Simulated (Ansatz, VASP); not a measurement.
# Ir: VASP beside Ansatz

Contents of INCAR:

```
SYSTEM = Ir
PREC = Accurate ; ENCUT = 500
EDIFF = 1E-6 ; ISMEAR = 0
SIGMA = 0.1 ; LREAL = .False.
LASPH = .True. ; NELM = 200
ALGO = Normal ; ISIF = 2
LWAVE = .False. ; LCHARG = .True.
ISPIN = 2 ; MAGMOM = 1
LORBIT = 11 ; LMAXMIX = 4
GGA = PE ; LELF = .True.
LVHAR = .True. ; NBANDS = 14
GGA_COMPAT = .False.
```

Contents of KPOINTS:

```
Automatic mesh
0
Gamma
  8 8 8
  0 0 0
```

POSCAR

```
Ir
1.0
    0.0000000000      1.9156000000      1.9156000000
    1.9156000000      0.0000000000      1.9156000000
    1.9156000000      1.9156000000      0.0000000000
Ir
1
Direct
    0.0000000000      0.0000000000      0.0000000000
```

Input for Ansatz:

```yaml
crystal:
  lattice:
    - [0.0, 1.9156, 1.9156]
    - [1.9156, 0.0, 1.9156]
    - [1.9156, 1.9156, 0.0]
  atoms:
    - { symbol: Ir, position: [0.0, 0.0, 0.0], spin: 1.0 }
basis:
  ecutwfc: 420
kpoints:
  mp_grid: { grid: [8, 8, 8] }
hamiltonian:
  xc: pbe
scf:
  occupations: { method: gaussian, width: 0.1 }
  lower_state_search: "off"
output:
  forces: true
  stress: true
  eigenvalues: true
  populations: true
magnetization:
  spin_polarized: true
```

Alike in both runs: task single point; functional PBE; k mesh 8 × 8 × 8; occupations gaussian, width 0.1 eV; collinear spin.

|  | VASP | Ansatz |
| --- | --- | --- |
| version | VASP 6.6.1 | Ansatz 0.2.0 |
| potentials or method | VASP PAW PBE potentials, release 64 (Ir), cutoff 500 eV | scalar-relativistic, plane waves, PAW |
| valence electrons in the cell | 9 | 17 |

|  | VASP | Ansatz | Ansatz less VASP |
| --- | --- | --- | --- |
| gap on the k mesh at the Fermi level (eV) | none | none | - |
| pressure (GPa) | 13.6 | 13.0 | -0.60 |
| net moment per atom (μB) | 0.00 | 0.00 | -0.001 |

A gap of «none» marks a metal or a gap that the smearing closes. The functional is the same, so the differences come from potentials, cutoffs and numerics. VASP's potentials hold 9 valence electrons a cell and Ansatz's 17, so a difference there can come from the potentials and not from the codes. Ansatz's warnings: seeded moment not kept.

Spin-orbit coupling is off throughout.
